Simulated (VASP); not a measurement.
A run of VASP 6.6.1 is set up as follows.

INCAR

```
SYSTEM = InH
PREC = Accurate
ENCUT = 600
EDIFF = 1E-6
ISMEAR = 0
SIGMA = 0.1
LREAL = .FALSE.
LASPH = .TRUE.
NELM = 100
ALGO = Normal
ISIF = 3
LWAVE = .FALSE.
LCHARG = .FALSE.
GGA = PE
IBRION = 2
NSW = 100
EDIFFG = -0.01
```

File KPOINTS:

```
Automatic mesh
0
G
  20 20 20
  0 0 0
```

File POSCAR:

```
InH
1.0
    0.0000000000      2.5085040408      2.5085040408
    2.5085040408      0.0000000000      2.5085040408
    2.5085040408      2.5085040408      0.0000000000
In H
1 1
Direct
    0.0000000000      0.0000000000      0.0000000000
    0.5000000000      0.5000000000      0.5000000000
```

Potentials or basis: VASP PAW PBE potentials, release 64 (In_d, H).

Launch:

```bash
$ cat potpaw_PBE.64/In_d/POTCAR potpaw_PBE.64/H/POTCAR > POTCAR
$ mpirun -np 1 vasp_std > vasp.out
```

Problem. Predict the space group after relaxing (to 0.1 Å).

Solution. Fm-3m (No. 225).

Problem. Estimate the relaxed volume.

Solution. 15.90 Å³/atom.

Problem. Predict the band gap on the k mesh.

Solution. Zero (bands 7 and 8 overlap by 5.01 eV).

Problem. What does it give for the relaxed cell?

Solution. a = 3.556 Å, b = 3.556 Å, c = 3.556 Å, α = 60.00°, β = 60.00°, γ = 60.00°.

Step by step:
| step | energy change (eV) | largest force (eV/Å) | pressure (GPa) | volume (Å³) |
| --- | --- | --- | --- | --- |
| 1 | 0.0000 | 0.0000 | 0.25 | 31.57 |
| 2 | -0.0001 | 0.0000 | 0.13 | 31.68 |
| 3 | -0.0002 | 0.0000 | 0.00 | 31.81 |

Caveat: spin-orbit coupling is left out, which moves the levels of the heavy elements.
